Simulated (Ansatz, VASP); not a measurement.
## Al3W in VASP and in Ansatz

File INCAR:

```
SYSTEM = Al3W
  PREC = Accurate
  ENCUT = 600
  EDIFF = 1E-7
  ISMEAR = 0
  SIGMA = 0.1
  LREAL = .False.
  LASPH = .True.
  NELM = 60
  ALGO = Fast
  ISIF = 3
  LWAVE = .False.
  LCHARG = .False.
  GGA = PE
  IBRION = 2
  NSW = 90
  EDIFFG = -0.04
```

KPOINTS

```
regular mesh
0
Gamma
  4 4 4
  0 0 0
```

Contents of POSCAR:

```
Al3W
1.0
    3.9727005400      0.0000000000      0.0000000000
    0.0000000000      3.9727005400      0.0000000000
    0.0000000000      0.0000000000      3.9727005400
Al W
3 1
Direct
    0.5000000000      0.0000000000      0.0000000000
    0.0000000000      0.5000000000      0.0000000000
    0.0000000000      0.0000000000      0.5000000000
    0.5000000000      0.5000000000      0.5000000000
```

Input for Ansatz:

```yaml
crystal:
  lattice:
    - [3.97270054, 0.0, 0.0]
    - [0.0, 3.97270054, 0.0]
    - [0.0, 0.0, 3.97270054]
  atoms:
    - { symbol: Al, position: [0.5, 0.0, 0.0] }
    - { symbol: Al, position: [0.0, 0.5, 0.0] }
    - { symbol: Al, position: [0.0, 0.0, 0.5] }
    - { symbol: W, position: [0.5, 0.5, 0.5] }
basis:
  ecutwfc: 420
kpoints:
  mp_grid: { grid: [4, 4, 4] }
hamiltonian:
  xc: pbe
scf:
  occupations: { method: gaussian, width: 0.1 }
  lower_state_search: "off"
output:
  forces: true
  stress: true
  eigenvalues: true
relax:
  adjacent_minimum: "off"
  f_tol: 0.04
  max_steps: 70
  cell: { stress_tol: 0.4 }
```

Alike in both runs: task relaxation of cell and atoms; functional PBE; k mesh 4 × 4 × 4; occupations gaussian, width 0.1 eV; no spin polarisation.

|  | VASP | Ansatz |
| --- | --- | --- |
| version | VASP 6.6.1 | Ansatz 0.2.0 |
| potentials or method | VASP PAW PBE potentials, release 64 (Al, W_sv), cutoff 600 eV | scalar-relativistic, plane waves, PAW |
| valence electrons in the cell | 23 | 23 |

|  | VASP | Ansatz | Ansatz less VASP |
| --- | --- | --- | --- |
| gap on the k mesh at the Fermi level, each at its own relaxed structure (eV) | none | none | - |
| relaxed volume (Å³/atom) | 15.30 | 15.31 | +0.011 |
| relaxed cell length with the largest relative difference (Å) | 3.941 | 3.942 | +0.0010 |

A gap of «none» marks a metal or a gap that the smearing closes.

The k mesh is coarse, so the values compare programs but aren't converged. Spin-orbit coupling is off throughout.
